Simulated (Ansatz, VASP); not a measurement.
## Ti3AlB3: VASP beside Ansatz

```xyz
7
Lattice="4.5560 0.0000 0.0000 -2.2780 3.9456 0.0000 0.0000 0.0000 5.9101" Properties=species:S:1:pos:R:3 pbc="T T T"
Ti    2.2780    1.3152    2.9551
Ti    0.0000    2.6304    4.4809
Ti    0.0000    2.6304    1.4293
Al    2.2780    1.3152    0.0000
B    -1.4641    3.4758    2.9551
B     0.0000    0.9398    2.9551
B     1.4641    3.4758    2.9551
```

Alike in both runs: functional PBE; k mesh 4 × 4 × 3; occupations gaussian, width 0.2 eV; no spin polarisation.

Ansatz relaxed the structure, and its values are those at the end. VASP's run is a single point on that final structure, the one shown.

|  | VASP | Ansatz |
| --- | --- | --- |
| version | VASP 6.6.1 | Ansatz 0.2.0 |
| potentials or method | VASP PAW PBE potentials, release 64 (Ti_sv, Al, B), cutoff 500 eV | scalar-relativistic, plane waves, PAW |
| valence electrons in the cell | 48 | 48 |

VASP gave:

| Item | Value |
| --- | --- |
| gap on the k mesh at the Fermi level (eV) | none |
| pressure (GPa) | 0.2 |
| rms of the force components (eV/Å) | 0.012 |

**Question.** Which values does Ansatz return?

**Answer.** gap on the k mesh at the Fermi level (eV): none; pressure (GPa): 0.2; rms of the force components (eV/Å): 0.003.

A gap of «none» marks a metal or a gap that the smearing closes. The functional is the same, so the differences come from potentials, cutoffs and numerics.

The k mesh is coarse, so the values compare programs but aren't converged.
